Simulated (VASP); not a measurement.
Write the native input for VASP 6.6.1 that does the following.

| Quantity | Value |
| --- | --- |
| Task | single point |
| Functional | PBE |
| Potentials or basis | VASP PAW PBE potentials, release 64 (Pb_d, S) |
| Cutoff | 520 eV |
| k mesh | 8 × 8 × 4 |
| Occupations | gaussian, width 0.05 eV |
| Spin | no spin polarisation |
| Dipole correction | no |
| Further INCAR settings | ALGO = Normal; EDIFF = 1e-06; NBANDS = 28 |

The structure of PbS lies in POSCAR:

```
PbS
1.0
    2.0569418400     -3.5658292650      0.0000000000
    2.0569418400      3.5658292650      0.0000000000
    0.0000000000      0.0000000000      7.5599447400
Pb S
2 2
Direct
    0.0010316600      0.9989683400      0.4867318100
    0.9989683400      0.0010316600      0.9867318100
    0.6671454800      0.3328545200      0.6924681900
    0.3328545200      0.6671454800      0.1924681900
```

The input as run:

INCAR

```
SYSTEM = PbS
ALGO = Normal ; EDIFF = 1E-6
ENCUT = 520 ; GGA = PE
ISIF = 2 ; ISMEAR = 0
LASPH = .True. ; LCHARG = .False.
LREAL = .False. ; LWAVE = .False.
NBANDS = 28 ; NELM = 60
PREC = Accurate ; SIGMA = 0.05
```

KPOINTS

```
k-points
0
Gamma
  8 8 4
  0 0 0
```

Potentials or basis: VASP PAW PBE potentials, release 64 (Pb_d, S).

Launch:

```console
$ cat potpaw_PBE.64/Pb_d/POTCAR potpaw_PBE.64/S/POTCAR > POTCAR
$ mpirun -np 1 vasp_std > vasp.out
```

Results of the run:

```json
{"Pressure": "0.9 GPa", "Largest force": "0.063 eV/Å", "Band gap on the k mesh": "0.61 eV, indirect (least direct gap 1.14 eV)"}
```

Caveat: spin-orbit coupling is left out, which moves the levels of the heavy elements.

Run time: 100 s on 1 thread of Intel(R) Xeon(R) Platinum 8488C (Sapphire Rapids) (shared host), peak memory 0.33 GiB.
